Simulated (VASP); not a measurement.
Runs of VASP 6.6.1 on Sb. The structure is that of space group P6_3/mmc (No. 194), or close to it. The cells are those of the table. This isn't the form of Sb at room conditions, which is rhombohedral.

| cell | gap on the mesh (eV) | pressure (GPa) |
| --- | --- | --- |
| a = 3.368, b = 3.368, c = 5.487 Å, angles 90.0, 90.0, 120.0°, 2 atoms | none | -0.1 |
| a = 3.303, b = 3.303, c = 5.331 Å, angles 90.0, 90.0, 120.0°, 2 atoms | none | (a) |
| a = 3.169, b = 3.169, c = 5.081 Å, angles 90.0, 90.0, 120.0°, 2 atoms | none | 20.1 |
| a = 3.250, b = 3.250, c = 5.230 Å, angles 90.0, 90.0, 120.0°, 2 atoms | none | 10.0 |

Alike in all rows: task single point; level r2SCAN; potentials or basis VASP PAW PBE potentials, release 64 (Sb); no spin polarisation; k mesh 8 × 8 × 5; cutoff (eV) 550; smearing fermi-dirac 0.1 eV.

Question: Estimate the missing entries.

Answer: (a) 4.9.

Caveats: the PAW data sets were made with another functional, which shifts forces and pressure a little; spin-orbit coupling is left out, which moves the levels of the heavy elements; the cell stands under pressure (at least some runs).

A k mesh can miss the band edges, and the runs leave out spin-orbit coupling on Sb.

A gap of «none» marks levels without a gap at the run's occupations.
